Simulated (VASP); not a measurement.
# CoO (Pm-3m) in VASP: single point with PBE+U

Aim: the single point of CoO with PBE+U.

Everything below comes from runs of VASP 6.6.1. Logs are shortened: lines on timing, memory, paths and dates and some standing lists are left out, and cuts for length are marked.

### 1 The cell of the first run

Symmetry: Pm-3m, No. 221, cubic system. The conventional cell has a = 2.616 Å, b = 2.616 Å, c = 2.616 Å, α = 90.00°, β = 90.00°, γ = 90.00°. Within 3.0 Å of Co (site symmetry m-3m) lie 8 O at 2.27 Å and 6 Co at 2.62 Å. O (site symmetry m-3m) has 8 Co at 2.27 Å and 6 O at 2.62 Å within 3.0 Å.

### 2 Single point, PBE+U, collinear spin, ferromagnetic start

Contents of INCAR:

```
SYSTEM = CoO
ALGO = Normal ; EDIFF = 1E-6
ENCUT = 700 ; GGA = PE
GGA_COMPAT = .FALSE. ; ISIF = 2
ISMEAR = 0 ; ISPIN = 2
LASPH = .TRUE. ; LCHARG = .FALSE.
LDAU = .TRUE. ; LDAUJ = 0 0
LDAUL = 2 -1 ; LDAUPRINT = 1
LDAUTYPE = 2 ; LDAUU = 4 0
LMAXMIX = 4 ; LORBIT = 11
LREAL = .FALSE. ; LWAVE = .FALSE.
MAGMOM = 3 0 ; NBANDS = 22
NELM = 200 ; PREC = Accurate
SIGMA = 0.05
```

Contents of KPOINTS:

```
k-points
0
G
  16 16 16
  0 0 0
```

Contents of POSCAR:

```
CoO
1.0
    2.6161540276      0.0000000000      0.0000000000
    0.0000000000      2.6161540276      0.0000000000
    0.0000000000      0.0000000000      2.6161540276
Co O
1 1
Direct
    0.0000000000      0.0000000000      0.0000000000
    0.5000000000      0.5000000000      0.5000000000
```

Potentials or basis: VASP PAW PBE potentials, release 64 (Co_sv, O).

The run is started by

```sh
> cat potpaw_PBE.64/Co_sv/POTCAR potpaw_PBE.64/O/POTCAR > POTCAR
> mpirun -np 1 vasp_std > vasp.out
```

OUTCAR:

```text
SYSTEM = CoO
   EDIFF = 1E-6
   ENCUT = 700
   GGA = PE
   ISIF = 2
   ISMEAR = 0
   ISPIN = 2
   LASPH = .TRUE.
   LORBIT = 11
   LREAL = .FALSE.
   NELM = 200
   PREC = Accurate

 ion  position               nearest neighbor table
   1  0.000  0.000  0.000-
   2  0.500  0.500  0.500-

  LATTYP: Found a simple cubic cell.
 ALAT       =     2.6161540276

  Lattice vectors:

 A1 = (   2.6161540276,   0.0000000000,   0.0000000000)
 A2 = (   0.0000000000,   2.6161540276,   0.0000000000)
 A3 = (   0.0000000000,   0.0000000000,   2.6161540276)

Analysis of symmetry for initial positions (statically):
=====================================================================
 Subroutine PRICEL returns:
 Original cell was already a primitive cell.

 Routine SETGRP: Setting up the symmetry group for a
 simple cubic supercell.

 Subroutine GETGRP returns: Found 48 space group operations
 (whereof 48 operations were pure point group operations)
 out of a pool of 48 trial point group operations.

The static configuration has the point symmetry O_h .

Analysis of symmetry for dynamics (positions and initial velocities):
=====================================================================
 Subroutine PRICEL returns:
 Original cell was already a primitive cell.

 Routine SETGRP: Setting up the symmetry group for a
 simple cubic supercell.

 Subroutine GETGRP returns: Found 48 space group operations
 (whereof 48 operations were pure point group operations)
 out of a pool of 48 trial point group operations.

The dynamic configuration has the point symmetry O_h .

Analysis of structural, dynamic, and magnetic symmetry:
=====================================================================
 Subroutine PRICEL returns:
 Original cell was already a primitive cell.

 Routine SETGRP: Setting up the symmetry group for a
 simple cubic supercell.

 Subroutine GETGRP returns: Found 48 space group operations
 (whereof 48 operations were pure point group operations)
 out of a pool of 48 trial point group operations.

The overall configuration has the point symmetry O_h .

 Subroutine INISYM returns: Found 48 space group operations
 (whereof 48 operations are pure point group operations),
 and found     1 'primitive' translations

----------------------------------------------------------------------------------------

                                     Primitive cell

  volume of cell :      17.9056

  direct lattice vectors                    reciprocal lattice vectors
     2.616154028  0.000000000  0.000000000     0.382240491  0.000000000  0.000000000
     0.000000000  2.616154028  0.000000000     0.000000000  0.382240491  0.000000000
     0.000000000  0.000000000  2.616154028     0.000000000  0.000000000  0.382240491

  length of vectors
     2.616154028  2.616154028  2.616154028     0.382240491  0.382240491  0.382240491

  position of ions in fractional coordinates (direct lattice)
     0.000000000  0.000000000  0.000000000
     0.500000000  0.500000000  0.500000000

  ion indices of the primitive-cell ions
   primitive index   ion index
                 1           1
                 2           2

----------------------------------------------------------------------------------------

 KPOINTS: k-points

Automatic generation of k-mesh.
 Grid dimensions read from file:
 generate k-points for:   16   16   16

 Generating k-lattice:

  Cartesian coordinates                     Fractional coordinates (reciprocal lattice)
     0.023890031  0.000000000  0.000000000     0.062500000  0.000000000  0.000000000
     0.000000000  0.023890031  0.000000000     0.000000000  0.062500000  0.000000000
     0.000000000  0.000000000  0.023890031     0.000000000  0.000000000  0.062500000

  Length of vectors
     0.023890031  0.023890031  0.023890031

  Shift w.r.t. Gamma in fractional coordinates (k-lattice)
     0.000000000  0.000000000  0.000000000

 Subroutine IBZKPT returns following result:
 ===========================================

 Found    165 irreducible k-points:

 Following reciprocal coordinates:
            Coordinates               Weight
  0.000000  0.000000  0.000000      1.000000
  0.062500  0.000000  0.000000      6.000000
  0.125000  0.000000  0.000000      6.000000
  0.187500  0.000000  0.000000      6.000000
  0.250000  0.000000  0.000000      6.000000
  0.312500  0.000000  0.000000      6.000000
[... 16 lines left out ...]
  0.437500  0.125000  0.000000     24.000000
  0.500000  0.125000  0.000000     12.000000
 [... further k-points ...]
   k-points           NKPTS =    165   k-points in BZ     NKDIM =    165   number of bands    NBANDS=     22
   number of dos      NEDOS =    301   number of ions     NIONS =      2
   total plane-waves  NPLWV =  13824
   dimension x,y,z NGX =    24 NGY =   24 NGZ =   24
   dimension x,y,z NGXF=    48 NGYF=   48 NGZF=   48
   ions per type =               1   1
   NGX,Y,Z   is equivalent  to a cutoff of  15.25, 15.25, 15.25 a.u.
   NGXF,Y,Z  is equivalent  to a cutoff of  30.50, 30.50, 30.50 a.u.
 SYSTEM =  CoO
   PREC   = accura    normal or accurate (medium, high low for compatibility)
   ISTART =      0    job   : 0-new  1-cont  2-samecut
   ICHARG =      2    charge: 1-file 2-atom 10-const
   ISPIN  =      2    spin polarized calculation?
   LNONCOLLINEAR =      F non collinear calculations
   LSORBIT =      F    spin-orbit coupling
   LASPH  =      T    aspherical Exc in radial PAW
   ENCUT  =  700.0 eV  51.45 Ry    7.17 a.u.   5.64  5.64  5.64*2*pi/ulx,y,z
   NELM   =    200;   NELMIN=  2; NELMDL= -5     # of ELM steps
   EDIFF  = 0.1E-05   stopping-criterion for ELM
   LREAL  =      F    real-space projection
   EDIFFG = 0.1E-04   stopping-criterion for IOM
   NSW    =      0    number of steps for IOM
   IBRION =     -1    ionic relax: 0-MD 1-quasi-New 2-CG
   NFREE  =      0    steps in history (QN), initial steepest desc. (CG)
   ISIF   =      2    stress and relaxation
   ISYM   =      2    0-nonsym 1-usesym 2-fastsym
   POTIM  = 0.5000    time-step for ionic-motion
   TEBEG  =    0.0;   TEEND  =   0.0 temperature during run
   PSTRESS=    0.0 pullay stress
   NELECT =      23.0000    total number of electrons
   NUPDOWN=      -1.0000    fix difference up-down
   EMIN   =  10.00;   EMAX   =-10.00  energy-range for DOS
   EFERMI =   0.00;   METHOD = LEGACY
   ISMEAR =     0;   SIGMA  =   0.05  broadening in eV -4-tet -1-fermi 0-gaus
   EFERMI_NEDOS =   21; number of points for ismear=-14 and -15
   IALGO  =     38    algorithm
   IMIX   =      4    mixing-type and parameters
     AMIX     =   0.40;   BMIX     =  1.00
     AMIX_MAG =   1.60;   BMIX_MAG =  1.00
  volume/ion in A,a.u.               =       8.95        60.42
  Fermi-wavevector in a.u.,A,eV,Ry     =   1.779593  3.362944 43.089010  3.166953
  Thomas-Fermi vector in A             =   2.844555
   LORBIT       =     11    0 simple, 1 ext, 2 COOP (PROOUT), +10 PAW based schemes
 LDA+U is selected, type is set to LDAUTYPE =  2
   angular momentum for each species LDAUL =     2   -1
   U (eV)           for each species LDAUU =   4.0  0.0
   J (eV)           for each species LDAUJ =   0.0  0.0
   GGA     = PE    functional components
   LHFCALC =     F    Hartree Fock is set to
   AEXX    =    0.0000 exact exchange contribution
   IVDW    =     0    specifies the selected vdW correction
   LEPSILON=     F    determine dielectric tensor
   LRPA    =     F    only Hartree local field effects (RPA)
 spin polarized calculation
 Gauss-broadening in eV      SIGMA  =   0.05
  energy-cutoff  :      700.00
  volume of cell :       17.91
 maximum number of plane-waves:       770
 NGX is ok and might be reduce to    24
   NGX = 11   NGY = 11   NGZ = 11

atom =   1  type =  1  l = 2

 onsite density matrix

spin component  1

  0.9479  0.0000 -0.0000 -0.0000  0.0000
  0.0000  0.9479  0.0000 -0.0000  0.0000
 -0.0000  0.0000  0.9155  0.0000  0.0000
 -0.0000 -0.0000  0.0000  0.9479 -0.0000
  0.0000  0.0000  0.0000 -0.0000  0.9155

spin component  2

  0.0792 -0.0000  0.0000 -0.0000 -0.0000
 -0.0000  0.0792  0.0000 -0.0000  0.0000
  0.0000  0.0000  0.8990  0.0000  0.0000
 -0.0000 -0.0000  0.0000  0.0792 -0.0000
 -0.0000  0.0000  0.0000 -0.0000  0.8990

 occupancies and eigenvectors

  o =  0.0792  v =  0.0000  0.0000  0.0000  0.0000  0.0000  0.9999  0.0060 -0.0000  0.0084  0.0000      0.0000  0.0000  0.0000  0.0000  0.0000  0.0000  0.0000  0.0000  0.0000  0.0000
  o =  0.0792  v =  0.0000  0.0000  0.0000  0.0000  0.0000 -0.0102  0.4348 -0.0000  0.9005  0.0000      0.0000  0.0000  0.0000  0.0000  0.0000  0.0000  0.0000  0.0000  0.0000  0.0000
  o =  0.0792  v =  0.0000  0.0000  0.0000  0.0000  0.0000 -0.0018  0.9005  0.0000 -0.4348 -0.0000      0.0000  0.0000  0.0000  0.0000  0.0000  0.0000  0.0000  0.0000  0.0000  0.0000
  o =  0.8990  v =  0.0000  0.0000  0.0000  0.0000  0.0000 -0.0000  0.0000 -0.9993  0.0000  0.0381      0.0000  0.0000  0.0000  0.0000  0.0000  0.0000  0.0000  0.0000  0.0000  0.0000
  o =  0.8990  v =  0.0000  0.0000  0.0000  0.0000  0.0000  0.0000  0.0000  0.0381 -0.0000  0.9993      0.0000  0.0000  0.0000  0.0000  0.0000  0.0000  0.0000  0.0000  0.0000  0.0000
  o =  0.9155  v =  0.0000  0.0000 -0.0029  0.0000  1.0000  0.0000  0.0000  0.0000  0.0000  0.0000      0.0000  0.0000  0.0000  0.0000  0.0000  0.0000  0.0000  0.0000  0.0000  0.0000
  o =  0.9155  v =  0.0000 -0.0000  1.0000  0.0000  0.0029  0.0000  0.0000  0.0000  0.0000  0.0000      0.0000  0.0000  0.0000  0.0000  0.0000  0.0000  0.0000  0.0000  0.0000  0.0000
  o =  0.9479  v =  0.0000  0.0717  0.0000 -0.9974  0.0000  0.0000  0.0000  0.0000  0.0000  0.0000      0.0000  0.0000  0.0000  0.0000  0.0000  0.0000  0.0000  0.0000  0.0000  0.0000
  o =  0.9479  v =  1.0000  0.0000  0.0000  0.0000  0.0000  0.0000  0.0000  0.0000  0.0000  0.0000      0.0000  0.0000  0.0000  0.0000  0.0000  0.0000  0.0000  0.0000  0.0000  0.0000
  o =  0.9479  v =  0.0000 -0.9974 -0.0000 -0.0717  0.0000  0.0000  0.0000  0.0000  0.0000  0.0000      0.0000  0.0000  0.0000  0.0000  0.0000  0.0000  0.0000  0.0000  0.0000  0.0000

 number of electron      22.9999969 magnetization       2.9998401

 Free energy of the ion-electron system (eV)
  ---------------------------------------------------
  ext. energy  EPLUGINS =         0.00000000
  ---------------------------------------------------
  free energy    TOTEN  =       -10.71396053 eV

  energy without entropy =      -10.71396053  energy(sigma->0) =      -10.71396053

 E-fermi :   9.8006     XC(G=0): -13.2315

 val. band max:        9.2103401533   @ k =   0.5000   0.0000   0.0000
 cond. band min:      10.5082347391   @ k =   0.0000   0.0000   0.0000
 fundamental gap:      1.2978945858
 Fermi energy:         9.8006265187

 spin component 1

 k-point     1 :       0.0000    0.0000    0.0000
  band No.  band energies     occupation
      1     -87.5485      1.00000
      2     -50.7630      1.00000
      3     -50.7630      1.00000
      4     -50.7630      1.00000
      5     -10.1305      1.00000
      6       4.1898      1.00000
[... 14 lines left out ...]
     21      41.2379      0.00000
     22      41.2379      0.00000
[... 552 lines left out ...]
  band No.  band energies     occupation
      1     -87.5383      1.00000
      2     -50.8572      1.00000
      3     -50.7687      1.00000
      4     -50.7539      1.00000
      5      -8.7163      1.00000
      6       1.4063      1.00000
[... 14 lines left out ...]
     21      36.9274      0.00000
     22      40.5999      0.00000

 [... further k-points ...]

 spin component 2

 k-point     1 :       0.0000    0.0000    0.0000
  band No.  band energies     occupation
      1     -84.2908      1.00000
      2     -47.5702      1.00000
      3     -47.5696      1.00000
      4     -47.5693      1.00000
      5      -9.7061      1.00000
      6       5.5599      1.00000
[... 14 lines left out ...]
     21      41.5211      0.00000
     22      41.5211      0.00000
[... 552 lines left out ...]
  band No.  band energies     occupation
      1     -84.2792      1.00000
      2     -47.6803      1.00000
      3     -47.5765      1.00000
      4     -47.5590      1.00000
      5      -8.2534      1.00000
      6       1.9288      1.00000
[... 14 lines left out ...]
     21      38.8754      0.00000
     22      41.1252      0.00000

 [... further k-points ...]

------------------------ aborting loop because EDIFF is reached ----------------------------------------

  FORCE on cell =-STRESS in cart. coord.  units (eV):
  Direction    XX          YY          ZZ          XY          YZ          ZX
  --------------------------------------------------------------------------------------
  -------------------------------------------------------------------------------------
  Total        0.8297542      0.8297542      0.8297542     -0.0000000     -0.0000000      0.0000000
  in kB       74.2454962     74.2454962     74.2454962     -0.0000000     -0.0000000      0.0000000
  external PRESSURE =      74.2454962 kB  Pullay stress =       0.0000000 kB

 VOLUME and BASIS-vectors are now :
 -----------------------------------------------------------------------------
  energy-cutoff  :      700.00
  volume of cell :       17.91
      direct lattice vectors                 reciprocal lattice vectors
     2.616154028  0.000000000  0.000000000     0.382240491  0.000000000  0.000000000
     0.000000000  2.616154028  0.000000000     0.000000000  0.382240491  0.000000000
     0.000000000  0.000000000  2.616154028     0.000000000  0.000000000  0.382240491

 POSITION                                       TOTAL-FORCE (eV/Angst)
 -----------------------------------------------------------------------------------
      0.00000      0.00000      0.00000         0.000000      0.000000      0.000000
      1.30808      1.30808      1.30808         0.000000      0.000000      0.000000
 -----------------------------------------------------------------------------------
    total drift:                                0.000000      0.000000     -0.000000

  FREE ENERGIE OF THE ION-ELECTRON SYSTEM (eV)
  ---------------------------------------------------
  free  energy   TOTEN  =       -10.7139605318 eV

  energy  without entropy=      -10.7139605318  energy(sigma->0) =      -10.71396053

 total charge

# of ion       s       p       d       tot
------------------------------------------
    1        2.146   6.065   6.685  14.896
    2        1.563   3.423   0.000   4.987
--------------------------------------------------
tot          3.709   9.489   6.685  19.882

 magnetization (x)

# of ion       s       p       d       tot
------------------------------------------
    1        0.009   0.010   2.634   2.653
    2        0.022   0.233   0.000   0.255
--------------------------------------------------
tot          0.031   0.243   2.634   2.908
```

It took 5.2 min on 1 thread of AMD EPYC 7R43 (Zen 3), shared host; peak memory 0.22 GiB.

What came out:

```yaml
Free_energy: -10.7140 eV
Pressure: 7.4 GPa
Band_gap_on_the_k_mesh: 1.30 eV (least direct gap 2.09 eV)
Net_moment: 3.00 μB per cell
Site_moments: Co +2.65; O +0.26 μB
Valence_electrons_inside_the_program's_atomic_spheres: Co 14.90; O 4.99
```

Levels at points of the mesh, in eV from the valence-band top:
Spin up:
```
           k point  band 11  band 12  band 13  band 14  band 15  band 16
(0.00, 0.00, 0.00)    -1.71    -1.71    -1.71     1.30    15.55    15.55
(0.50, 0.00, 0.00)    -2.24     0.00     0.00     6.73     8.76    16.98
(0.50, 0.50, 0.00)    -4.52    -2.50    -0.73     5.83    11.85    11.85
(0.50, 0.50, 0.50)    -0.71    -0.71    -0.71     7.21     7.21     7.21
```
Spin down:
| k point | band 7 | band 8 | band 9 | band 10 | band 11 | band 12 | band 13 | band 14 |
| --- | --- | --- | --- | --- | --- | --- | --- | --- |
| (0.00, 0.00, 0.00) | -3.65 | -1.23 | -1.23 | -1.23 | 2.01 | 2.98 | 2.98 | 2.98 |
| (0.50, 0.00, 0.00) | -3.30 | -1.69 | -1.69 | -0.70 | 3.09 | 3.81 | 3.81 | 7.22 |
| (0.50, 0.50, 0.00) | -4.95 | -3.14 | -0.78 | -0.24 | 1.84 | 2.18 | 2.18 | 6.86 |
| (0.50, 0.50, 0.50) | -5.00 | -5.00 | -0.74 | -0.74 | 4.17 | 4.17 | 4.17 | 7.67 |

Eigenvalues of the final occupation matrices:
```csv
site,spin,trace,eigenvalues
site 1 d,1,4.67,0.92 0.92 0.95 0.95 0.95
site 1 d,2,2.04,0.08 0.08 0.08 0.90 0.90
```

Caveat: the cell stands under pressure; a cell with one magnetic atom can't hold antiferromagnetic order, which such compounds often take.
